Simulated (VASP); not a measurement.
Wanted: the native input for a VASP 6.6.1 run.

```yaml
Task: single point
Functional: PBEsol
Potentials_or_basis: VASP PAW PBE potentials, release 64 (Pt)
Cutoff: 500 eV
k_mesh: 15 × 15 × 15
Occupations: fermi-dirac, width 0.1 eV
Spin: no spin polarisation
Dipole_correction: no
Further_INCAR_settings: ALGO = Normal; EDIFF = 1e-06; NBANDS = 11
```

The structure of Pt lies in POSCAR:

```
Pt
1.0
    0.0000000000      1.9609000000      1.9609000000
    1.9609000000      0.0000000000      1.9609000000
    1.9609000000      1.9609000000      0.0000000000
Pt
1
Direct
    0.0000000000      0.0000000000      0.0000000000
```

One way to write it, as run:

INCAR

```
SYSTEM = Pt
PREC = Accurate
ENCUT = 500
EDIFF = 1E-6
ISMEAR = -1
SIGMA = 0.1
LREAL = .False.
LASPH = .True.
NELM = 120
ALGO = Normal
ISIF = 2
LWAVE = .False.
LCHARG = .False.
GGA = PS
NBANDS = 11
GGA_COMPAT = .False.
```

KPOINTS

```
Automatic mesh
0
Gamma
  15 15 15
  0 0 0
```

Potentials or basis: VASP PAW PBE potentials, release 64 (Pt).

Launch:

```bash
$ cat potpaw_PBE.64/Pt/POTCAR > POTCAR
$ mpirun -np 1 vasp_std > vasp.out
```

Results of the run:

```
Pressure               : -0.8 GPa
Band gap on the k mesh : zero (bands 5 and 6 overlap by 2.18 eV)
```

Caveat: the PAW data sets were made with another functional, which shifts forces and pressure a little; spin-orbit coupling is left out, which moves the levels of the heavy elements.

It took 5.8 s on 1 thread of Intel(R) Xeon(R) 6975P-C (Granite Rapids) (shared host), peak memory 0.13 GiB.
